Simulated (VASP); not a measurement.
# NdBi2S3 in VASP: further runs

NdBi2S3 is run at these levels: PBE; tasks: single point.

Everything below comes from runs of VASP 6.6.1. Logs are shortened: lines on timing, memory, paths and dates and some standing lists are left out, and cuts for length are marked.

### 1 The cell of the first run

The typed cell holds 6 atoms: a = 4.920 Å, b = 4.920 Å, c = 6.769 Å, α = 90.00°, β = 90.00°, γ = 59.98°.

The cell was built from a structure type or drawn by symmetry, and may not be a known phase.

### 2 Single point, PBE

INCAR

```
PREC = Accurate
ENCUT = 500
EDIFF = 1E-6
ISMEAR = 0
SIGMA = 0.2
LREAL = False
LASPH = True
NELM = 200
ALGO = Normal
ISIF = 2
LWAVE = False
LCHARG = False
GGA = PE
NBANDS = 38
GGA_COMPAT = False
LMAXMIX = 6
```

KPOINTS

```
regular mesh
0
Gamma
  4 4 2
```

POSCAR

```
NdBi2S3
1.0
    4.2613987225     -2.4595742163      0.0039804646
    4.2613987225      2.4595742163      0.0039804646
   -0.0064245913      0.0000000000      6.7694177246
Nd Bi S
1 2 3
Direct
    0.0000000000      0.0000000000      0.0000000000
    0.3329652072      0.3329652072      0.3710686617
    0.6670347928      0.6670347928      0.6289313383
    0.3333416869      0.3333416869      0.8498488169
    0.6666583131      0.6666583131      0.1501511831
    0.0000000000      0.0000000000      0.5000000000
```

Potentials or basis: VASP PAW PBE potentials, release 64 (Nd_3, Bi_d, S), 4f in core.

On the command line:

```bash
$ cat potpaw_PBE.64/Nd_3/POTCAR potpaw_PBE.64/Bi_d/POTCAR potpaw_PBE.64/S/POTCAR > POTCAR
$ mpirun -np 1 vasp_std > vasp.out
```

OUTCAR:

```text
PREC = Accurate
   ENCUT = 500
   EDIFF = 1E-6
   ISMEAR = 0
   LREAL = False
   LASPH = True
   NELM = 200
   ISIF = 2
   GGA = PE

 ion  position               nearest neighbor table
   1  0.000  0.000  0.000-   5 3.02   5 3.02   4 3.02   4 3.02   4 3.02   5 3.02   2 3.79   3 3.79
                             2 3.79   3 3.79   2 3.79   3 3.79
   2  0.333  0.333  0.371-   6 2.97   6 2.97   6 2.97   5 3.21   5 3.21   5 3.21   4 3.24   3 3.33
                             3 3.33   3 3.34   1 3.79   1 3.79   1 3.79
   3  0.667  0.667  0.629-   6 2.97   6 2.97   6 2.97   4 3.21   4 3.21   4 3.21   5 3.24   2 3.33
                             2 3.33   2 3.34   1 3.79   1 3.79   1 3.79
   4  0.333  0.333  0.850-   1 3.02   1 3.02   1 3.02   3 3.21   3 3.21   3 3.21   2 3.24
   5  0.667  0.667  0.150-   1 3.02   1 3.02   1 3.02   2 3.21   2 3.21   2 3.21   3 3.24
   6  0.000  0.000  0.500-   2 2.97   3 2.97   3 2.97   3 2.97   2 2.97   2 2.97

  LATTYP: Found a simple monoclinic cell.
 ALAT       =     4.9191484326
 B/A-ratio  =     1.3761367168
 C/A-ratio  =     1.7321822552
 COS(beta)  =    -0.8659596849

  Lattice vectors:

 A1 = (   0.0000000000,  -4.9191484326,   0.0000000000)
 A2 = (  -0.0064245913,   0.0000000000,   6.7694177246)
 A3 = (  -4.2613987225,   7.3787226489,  -0.0039804646)

Analysis of symmetry for initial positions (statically):
=====================================================================
 Subroutine PRICEL returns:
 Original cell was already a primitive cell.

 Routine SETGRP: Setting up the symmetry group for a
 simple monoclinic supercell.

 Subroutine GETGRP returns: Found  2 space group operations
 (whereof  2 operations were pure point group operations)
 out of a pool of  4 trial point group operations.

The static configuration has the point symmetry S_2 .

Analysis of symmetry for dynamics (positions and initial velocities):
=====================================================================
 Subroutine PRICEL returns:
 Original cell was already a primitive cell.

 Routine SETGRP: Setting up the symmetry group for a
 simple monoclinic supercell.

 Subroutine GETGRP returns: Found  2 space group operations
 (whereof  2 operations were pure point group operations)
 out of a pool of  4 trial point group operations.

The dynamic configuration has the point symmetry S_2 .

 Subroutine INISYM returns: Found  2 space group operations
 (whereof  2 operations are pure point group operations),
 and found     1 'primitive' translations

----------------------------------------------------------------------------------------

                                     Primitive cell

  volume of cell :     141.9037

  direct lattice vectors                    reciprocal lattice vectors
     4.261398723 -2.459574216  0.003980465     0.117332263 -0.203287218  0.000111355
     4.261398723  2.459574216  0.003980465     0.117332263  0.203287218  0.000111355
    -0.006424591  0.000000000  6.769417725    -0.000137984  0.000000000  0.147723062

  length of vectors
     4.920268310  4.920268310  6.769420773     0.234718055  0.234718055  0.147723126

  position of ions in fractional coordinates (direct lattice)
     0.000000000  0.000000000  0.000000000
     0.332965207  0.332965207  0.371068662
     0.667034793  0.667034793  0.628931338
     0.333341687  0.333341687  0.849848817
     0.666658313  0.666658313  0.150151183
     0.000000000  0.000000000  0.500000000

  ion indices of the primitive-cell ions
   primitive index   ion index
                 1           1
                 2           2
                 3           3
                 4           4
                 5           5
                 6           6

----------------------------------------------------------------------------------------

 KPOINTS: regular mesh

Automatic generation of k-mesh.
 Grid dimensions read from file:
 generate k-points for:    4    4    2

 Generating k-lattice:

  Cartesian coordinates                     Fractional coordinates (reciprocal lattice)
     0.029333066 -0.050821805  0.000027839     0.250000000  0.000000000  0.000000000
     0.029333066  0.050821805  0.000027839     0.000000000  0.250000000  0.000000000
    -0.000068992  0.000000000  0.073861531     0.000000000  0.000000000  0.500000000

  Length of vectors
     0.058679514  0.058679514  0.073861563

  Shift w.r.t. Gamma in fractional coordinates (k-lattice)
     0.000000000  0.000000000  0.000000000

 Subroutine IBZKPT returns following result:
 ===========================================

 Found     20 irreducible k-points:

 Following reciprocal coordinates:
            Coordinates               Weight
  0.000000  0.000000  0.000000      1.000000
  0.250000 -0.000000  0.000000      2.000000
  0.000000 -0.250000 -0.000000      2.000000
  0.500000 -0.000000  0.000000      1.000000
 -0.000000  0.500000  0.000000      1.000000
  0.250000  0.250000  0.000000      2.000000
[... 12 lines left out ...]
 -0.250000  0.250000  0.500000      2.000000
  0.500000  0.500000  0.500000      1.000000
   k-points           NKPTS =     20   k-points in BZ     NKDIM =     20   number of bands    NBANDS=     38
   number of dos      NEDOS =    301   number of ions     NIONS =      6
   total plane-waves  NPLWV =  64800
   dimension x,y,z NGX =    36 NGY =   36 NGZ =   50
   dimension x,y,z NGXF=    72 NGYF=   72 NGZF=  100
   ions per type =               1   2   3
   NGX,Y,Z   is equivalent  to a cutoff of  12.16, 12.16, 12.28 a.u.
   NGXF,Y,Z  is equivalent  to a cutoff of  24.33, 24.33, 24.56 a.u.
 SYSTEM =  unknown system
   PREC   = accura    normal or accurate (medium, high low for compatibility)
   ISTART =      0    job   : 0-new  1-cont  2-samecut
   ICHARG =      2    charge: 1-file 2-atom 10-const
   ISPIN  =      1    spin polarized calculation?
   LNONCOLLINEAR =      F non collinear calculations
   LSORBIT =      F    spin-orbit coupling
   LASPH  =      T    aspherical Exc in radial PAW
   ENCUT  =  500.0 eV  36.75 Ry    6.06 a.u.   8.97  8.97 12.34*2*pi/ulx,y,z
   NELM   =    200;   NELMIN=  2; NELMDL= -5     # of ELM steps
   EDIFF  = 0.1E-05   stopping-criterion for ELM
   LREAL  =      F    real-space projection
   EDIFFG = 0.1E-04   stopping-criterion for IOM
   NSW    =      0    number of steps for IOM
   IBRION =     -1    ionic relax: 0-MD 1-quasi-New 2-CG
   NFREE  =      0    steps in history (QN), initial steepest desc. (CG)
   ISIF   =      2    stress and relaxation
   ISYM   =      2    0-nonsym 1-usesym 2-fastsym
   POTIM  = 0.5000    time-step for ionic-motion
   TEBEG  =    0.0;   TEEND  =   0.0 temperature during run
   PSTRESS=    0.0 pullay stress
   NELECT =      59.0000    total number of electrons
   NUPDOWN=      -1.0000    fix difference up-down
   EMIN   =  10.00;   EMAX   =-10.00  energy-range for DOS
   EFERMI =   0.00;   METHOD = LEGACY
   ISMEAR =     0;   SIGMA  =   0.20  broadening in eV -4-tet -1-fermi 0-gaus
   EFERMI_NEDOS =   21; number of points for ismear=-14 and -15
   IALGO  =     38    algorithm
   IMIX   =      4    mixing-type and parameters
     AMIX     =   0.40;   BMIX     =  1.00
     AMIX_MAG =   1.60;   BMIX_MAG =  1.00
  volume/ion in A,a.u.               =      23.65       159.60
  Fermi-wavevector in a.u.,A,eV,Ry     =   1.221877  2.309013 20.313280  1.492984
  Thomas-Fermi vector in A             =   2.357044
   LORBIT       =      0    0 simple, 1 ext, 2 COOP (PROOUT), +10 PAW based schemes
   GGA     = PE    functional components
   LHFCALC =     F    Hartree Fock is set to
   AEXX    =    0.0000 exact exchange contribution
   IVDW    =     0    specifies the selected vdW correction
   LEPSILON=     F    determine dielectric tensor
   LRPA    =     F    only Hartree local field effects (RPA)
 non-spin polarized calculation
 Gauss-broadening in eV      SIGMA  =   0.20
  energy-cutoff  :      500.00
  volume of cell :      141.90
 maximum number of plane-waves:      3624
   NGX = 17   NGY = 17   NGZ = 25

 number of electron      59.0000012 magnetization

 Free energy of the ion-electron system (eV)
  ---------------------------------------------------
  ext. energy  EPLUGINS =         0.00000000
  ---------------------------------------------------
  free energy    TOTEN  =       -28.67897571 eV

  energy without entropy =      -28.61043046  energy(sigma->0) =      -28.64470308

 E-fermi :   7.0526     XC(G=0): -10.4348

 val. band max:        6.9854995732   @ k =   0.2500   0.2500   0.0000
 cond. band min:       7.1296408972   @ k =  -0.2500   0.2500   0.0000
 fundamental gap:      0.1441413240
 Fermi energy:         7.0525543394

 k-point     1 :       0.0000    0.0000    0.0000
  band No.  band energies     occupation
      1     -31.7207      2.00000
      2     -16.3743      2.00000
      3     -16.3736      2.00000
      4     -16.3199      2.00000
      5     -16.3199      2.00000
      6     -16.2739      2.00000
[... 30 lines left out ...]
     37      10.1492      0.00000
     38      12.1153      0.00000

 k-point     2 :       0.2500   -0.0000    0.0000
  band No.  band energies     occupation
      1     -31.7197      2.00000
      2     -16.3726      2.00000
      3     -16.3558      2.00000
      4     -16.3190      2.00000
      5     -16.3051      2.00000
      6     -16.2709      2.00000
[... 30 lines left out ...]
     37      10.2090      0.00000
     38      11.5029      0.00000

 k-point     3 :       0.0000   -0.2500   -0.0000
  band No.  band energies     occupation
      1     -31.7197      2.00000
      2     -16.3726      2.00000
      3     -16.3558      2.00000
      4     -16.3190      2.00000
      5     -16.3051      2.00000
      6     -16.2709      2.00000
[... 30 lines left out ...]
     37      10.2090      0.00000
[... 617 lines left out ...]
 k-point    19 :      -0.2500    0.2500    0.5000
  band No.  band energies     occupation
      1     -31.7186      2.00000
      2     -16.3734      2.00000
      3     -16.3217      2.00000
      4     -16.3088      2.00000
      5     -16.2934      2.00000
      6     -16.2694      2.00000
[... 30 lines left out ...]
     37      10.7179      0.00000
     38      10.8978      0.00000

 k-point    20 :       0.5000    0.5000    0.5000
  band No.  band energies     occupation
      1     -31.7186      2.00000
      2     -16.3710      2.00000
      3     -16.3333      2.00000
      4     -16.3046      2.00000
      5     -16.2751      2.00000
      6     -16.2731      2.00000
[... 30 lines left out ...]
     37      10.6296      0.00000
     38      11.4135      0.00000

------------------------ aborting loop because EDIFF is reached ----------------------------------------

  FORCE on cell =-STRESS in cart. coord.  units (eV):
  Direction    XX          YY          ZZ          XY          YZ          ZX
  --------------------------------------------------------------------------------------
  -------------------------------------------------------------------------------------
  Total        0.0636580      0.0826664     -0.7036187     -0.0000103     -0.0000302     -0.0141097
  in kB        0.7187366      0.9333532     -7.9442730     -0.0001166     -0.0003405     -0.1593064
  external PRESSURE =      -2.0973944 kB  Pullay stress =       0.0000000 kB

 VOLUME and BASIS-vectors are now :
 -----------------------------------------------------------------------------
  energy-cutoff  :      500.00
  volume of cell :      141.90
      direct lattice vectors                 reciprocal lattice vectors
     4.261398723 -2.459574216  0.003980465     0.117332263 -0.203287218  0.000111355
     4.261398723  2.459574216  0.003980465     0.117332263  0.203287218  0.000111355
    -0.006424591  0.000000000  6.769417725    -0.000137984  0.000000000  0.147723062

 POSITION                                       TOTAL-FORCE (eV/Angst)
 -----------------------------------------------------------------------------------
      0.00000      0.00000      0.00000        -0.000000     -0.000000      0.000000
      2.83541      0.00000      2.51457         0.008896     -0.000002      0.025173
      5.68096      0.00000      4.26281        -0.008896      0.000002     -0.025173
      2.83554      0.00000      5.75564        -0.002626     -0.000013      0.025619
      5.68083      0.00000      1.02174         0.002626      0.000013     -0.025619
     -0.00321      0.00000      3.38471         0.000000      0.000000      0.000000
 -----------------------------------------------------------------------------------
    total drift:                                0.000000     -0.000000     -0.000000

  FREE ENERGIE OF THE ION-ELECTRON SYSTEM (eV)
  ---------------------------------------------------
  free  energy   TOTEN  =       -28.6789757073 eV

  energy  without entropy=      -28.6104304588  energy(sigma->0) =      -28.64470308
```

Wall time 67 s (1 thread of Intel Xeon Platinum 8488C (Sapphire Rapids), shared host); peak memory 0.3 GiB.

What came out:

- Free energy: -28.6790 eV
- Pressure: -0.2 GPa
- Largest force: 0.027 eV/Å
- Band gap on the k mesh: zero (an odd number of electrons rules out a gap without spin polarisation)

Forces on the atoms (eV/Å):
```
Nd   0.000  0.000  0.000
Bi   0.009  0.000  0.025
Bi  -0.009  0.000 -0.025
S   -0.003  0.000  0.026
S    0.003  0.000 -0.026
S    0.000  0.000  0.000
```

Levels at points of the mesh, in eV from the Fermi level:
| k point | band 28 | band 29 | band 30 | band 31 | band 32 | band 33 |
| --- | --- | --- | --- | --- | --- | --- |
| (0.00, 0.00, 0.00) | -2.17 | -1.74 | -1.74 | -0.66 | 1.08 | 1.08 |
| (0.50, 0.00, 0.00) | -1.32 | 0.42 | 0.42 | 1.19 | 1.64 | 1.87 |
| (0.00, 0.50, 0.00) | -1.32 | 0.42 | 0.42 | 1.19 | 1.64 | 1.87 |
| (0.50, 0.50, 0.00) | -1.32 | 0.43 | 0.43 | 1.19 | 1.63 | 1.86 |
| (0.00, 0.00, 0.50) | -1.92 | -1.01 | -0.92 | -0.92 | 0.81 | 1.04 |
| (0.50, 0.00, 0.50) | -1.75 | -0.63 | -0.24 | 1.04 | 1.57 | 1.97 |
| (0.00, 0.50, 0.50) | -1.75 | -0.63 | -0.24 | 1.04 | 1.57 | 1.97 |
| (0.50, 0.50, 0.50) | -1.75 | -0.63 | -0.25 | 1.03 | 1.58 | 1.96 |

Caveat: the k points lie up to 0.46 Å⁻¹ apart, too coarse for converged energies and pressures of a metal; spin-orbit coupling is left out, which moves the levels of the heavy elements; the 4f electrons are frozen in the core, so they carry no moment and show no levels; the run has no spin polarisation, though such a crystal can be magnetic.

### 3 Single point, PBE

INCAR

```
SYSTEM = NdBi2S3
PREC = Accurate ; ENCUT = 500
EDIFF = 1E-6 ; ISMEAR = 0
SIGMA = 0.1 ; LREAL = .False.
LASPH = .True. ; NELM = 200
ALGO = Normal ; ISIF = 2
LWAVE = .False. ; LCHARG = .False.
GGA = PE ; NBANDS = 38
GGA_COMPAT = .False. ; LMAXMIX = 6
```

KPOINTS

```
regular mesh
0
Gamma
  6 6 4
  0 0 0
```

POSCAR

```
NdBi2S3
1.0
    4.9202683099      0.0000000000      0.0000000000
   -2.4601341549      4.2610773498      0.0000000000
    0.0000000000      0.0000000000      6.7694207732
Nd Bi S
1 2 3
Direct
    0.0000000000      0.0000000000      0.0000000000
    0.3333333333      0.6666666667      0.3710686617
    0.6666666667      0.3333333333      0.6289313383
    0.3333333333      0.6666666667      0.8498488169
    0.6666666667      0.3333333333      0.1501511831
    0.0000000000      0.0000000000      0.5000000000
```

Potentials or basis: VASP PAW PBE potentials, release 64 (Nd_3, Bi_d, S), 4f in core.

On the command line:

```bash
$ cat potpaw_PBE.64/Nd_3/POTCAR potpaw_PBE.64/Bi_d/POTCAR potpaw_PBE.64/S/POTCAR > POTCAR
$ mpirun -np 1 vasp_std > vasp.out
```

It took 78 s on 1 thread of Intel Xeon Platinum 8488C (Sapphire Rapids), shared host; peak memory 0.31 GiB.

The run converged. Its results:

| Property | Result |
| --- | --- |
| Free energy | -28.6214 eV |
| Pressure | -0.2 GPa |
| Largest force | 0.086 eV/Å |
| Band gap on the k mesh | zero (an odd number of electrons rules out a gap without spin polarisation) |

Forces on the atoms (eV/Å):
```
Nd   0.000  0.000  0.000
Bi   0.000  0.000 -0.086
Bi   0.000  0.000  0.086
S    0.000  0.000  0.082
S    0.000  0.000 -0.082
S    0.000  0.000  0.000
```

Stress tensor (GPa, compression positive):
```
-0.33  0.00  0.00
 0.00 -0.33  0.00
 0.00  0.00  0.19
```

Levels at points of the mesh, in eV from the Fermi level:
```
           k point  band 27  band 28  band 29  band 30  band 31  band 32  band 33  band 34
(0.00, 0.00, 0.00)    -2.23    -2.20    -1.76    -1.76    -0.68     1.07     1.07     2.64
(0.50, 0.00, 0.00)    -1.83    -1.35     0.40     0.41     1.18     1.60     1.83     2.08
(0.00, 0.00, 0.50)    -2.35    -1.95    -1.04    -0.95    -0.95     0.77     1.03     1.03
(0.50, 0.00, 0.50)    -2.42    -1.78    -0.66    -0.27     1.02     1.55     1.94     2.41
```

Caveat: spin-orbit coupling is left out, which moves the levels of the heavy elements; the 4f electrons are frozen in the core, so they carry no moment and show no levels; the run has no spin polarisation, though such a crystal can be magnetic. Spin polarisation is off, so any magnetic state and its effect on volume and gap are missing.
